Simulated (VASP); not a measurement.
A run of VASP 6.6.1 is set up as follows.

The input INCAR:

```
ALGO = Normal ; EDIFF = 1E-7
ENCUT = 520 ; GGA = PE
ISIF = 2 ; ISMEAR = -1
LASPH = True ; LCHARG = False
LREAL = False ; LWAVE = False
NBANDS = 12 ; NELM = 60
PREC = Accurate ; SIGMA = 0.1
```

KPOINTS

```
k-points
0
Gamma
  11 11 11
```

Contents of POSCAR:

```
In
1.0
    3.0062177751      0.0000000000      0.0000000000
    0.0000000000      3.0062177751      0.0000000000
    0.0000000000      0.0000000000      3.0062177751
In
1
Direct
    0.0000000000      0.0000000000      0.0000000000
```

Potentials or basis: VASP PAW PBE potentials, release 64 (In_d).

The run is started by

```sh
$ cat potpaw_PBE.64/In_d/POTCAR > POTCAR
$ mpirun -np 1 vasp_std > vasp.out
```

Problem. What does it give for the pressure?

Solution. 3.3 GPa.
